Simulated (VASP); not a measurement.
Hf:

```
Hf
1.0
     3.19873    0.00000    0.00000
    -1.59937    2.77018    0.00000
     0.00000    0.00000    5.05050
Hf
2
Direct
  0.33333 0.66667 0.25000
  0.66667 0.33333 0.75000
```

Base run:

- Program: VASP 6.6.1
- Functional: r2SCAN
- Potentials or basis: VASP PAW PBE potentials, release 64 (Hf_pv)
- Cutoff: 520 eV
- k mesh: 11 × 11 × 6
- Occupations: fermi-dirac, width 0.1 eV
- Spin: no spin polarisation

Its results: band gap on the k mesh zero (band 10 reaches 6.16 eV, above the bottom of band 11 at 4.46 eV); pressure -0.6 GPa.

Q: The run is repeated on the same cell with these changes: k mesh from 11 × 11 × 6 to 4 × 4 × 2. What comes out?

A: Band gap on the k mesh zero (band 10 reaches 6.18 eV, above the bottom of band 11 at 4.68 eV); pressure -1.4 GPa.

Caveats: some runs use coarse meshes; the PAW data sets were made with another functional, which shifts forces and pressure a little; spin-orbit coupling is left out, which moves the levels of the heavy elements.
